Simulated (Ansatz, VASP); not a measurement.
WSe2: VASP beside Ansatz

```
W Se
1.0
     3.24861    0.00000    0.00000
    -1.62430    2.81338    0.00000
     0.00000    0.00000   23.62832
W Se
2 4
Cartesian
  1.2297 0.9378 3.2009
  0.3946 1.8756 20.4275
  -0.4000 1.8756 4.8648
  2.0123 0.9378 22.0951
  -0.3880 1.8756 1.5332
  2.0243 0.9378 18.7635
```

Change from the starting cell: mode 4 frozen in at -0.400 Å and mode 11 at +0.000 Å (largest displacements).

Alike in both runs: task single point; functional LDA; k mesh 9 × 9 × 2; occupations gaussian, width 0.05 eV; no spin polarisation.

```csv
,VASP,Ansatz
version,VASP 6.6.1,Ansatz 0.2.0
potentials or method,"VASP PAW LDA potentials, release 64 (W_sv, Se), cutoff 520 eV","scalar-relativistic, plane waves, PAW"
valence electrons in the cell,52,92
```

```csv
,VASP,Ansatz,Ansatz less VASP
gap on the k mesh at the Fermi level (eV),1.31,1.32,+0.009
least direct gap on the mesh (eV),1.70,1.70,-0.002
rms of the force components (eV/Å),0.049,0.051,+0.0026
```

Ansatz warns that its potentials were made for another functional, while VASP's fit it. LDA's correlation is that of Perdew and Zunger in VASP and of Perdew and Wang (1992) in Ansatz. Atom by atom the forces differ by 0.049 eV/Å (rms over components). VASP's potentials hold 52 valence electrons a cell and Ansatz's 92, so a difference there can come from the potentials and not from the codes.

Spin-orbit coupling is off throughout.
